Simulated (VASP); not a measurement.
Set up this calculation in VASP 6.6.1, as the native input.

| Item | Value |
| --- | --- |
| Task | single point |
| Functional | PBE |
| Potentials or basis | VASP PAW PBE potentials, release 64 (Si, O) |
| Cutoff | 520 eV |
| k mesh | 6 × 6 × 6 |
| Occupations | gaussian, width 0.02 eV |
| Spin | no spin polarisation |
| Dipole correction | no |
| Further INCAR settings | ALGO = Normal; EDIFF = 1e-07; NBANDS = 44 |

The structure of SiO2 lies in POSCAR:

```
SiO2
1.0
   -2.6575680975      3.5051263818      4.2970466041
    2.6575680975     -3.5051263818      4.2970466041
    2.6575680975      3.5051263818     -4.2970466041
Si O
4 8
Direct
    0.8460304570      0.8169470933      0.0290833637
    0.7121362704      0.1830529067      0.5290833637
    0.1539695430      0.1830529067      0.9709166363
    0.2878637296      0.8169470933      0.4709166363
    0.0162799032      0.7662799032      0.2500000000
    0.9837200968      0.2337200968      0.7500000000
    0.6801417003      0.5000000000      0.6801417003
    0.3198582997      0.0000000000      0.8198582997
    0.3198582997      0.5000000000      0.3198582997
    0.6801417003      0.0000000000      0.1801417003
    0.0000000000      0.0000000000      0.0000000000
    0.5000000000      0.0000000000      0.5000000000
```

These files were run (other wordings do the same):

INCAR

```
PREC = Accurate
ENCUT = 520
EDIFF = 1E-7
ISMEAR = 0
SIGMA = 0.02
LREAL = F
LASPH = T
NELM = 100
ALGO = Normal
ISIF = 2
LWAVE = F
LCHARG = T
GGA = PE
LELF = T
LVHAR = T
NBANDS = 44
```

KPOINTS

```
Automatic mesh
0
Gamma
  6 6 6
```

Potentials or basis: VASP PAW PBE potentials, release 64 (Si, O).

Launch:

```console
$ cat potpaw_PBE.64/Si/POTCAR potpaw_PBE.64/O/POTCAR > POTCAR
$ mpirun -np 1 vasp_std > vasp.out
```

It gave:

```yaml
Pressure: 12.2 GPa
Largest_force: 0.053 eV/Å
Band_gap_on_the_k_mesh: 5.52 eV (least direct gap 5.56 eV)
```

Caveat: the cell stands under pressure.

Run time: 7.4 min on 1 thread of Oxide Virtual Turin-like Processor, on a shared host, peak memory 0.41 GiB.
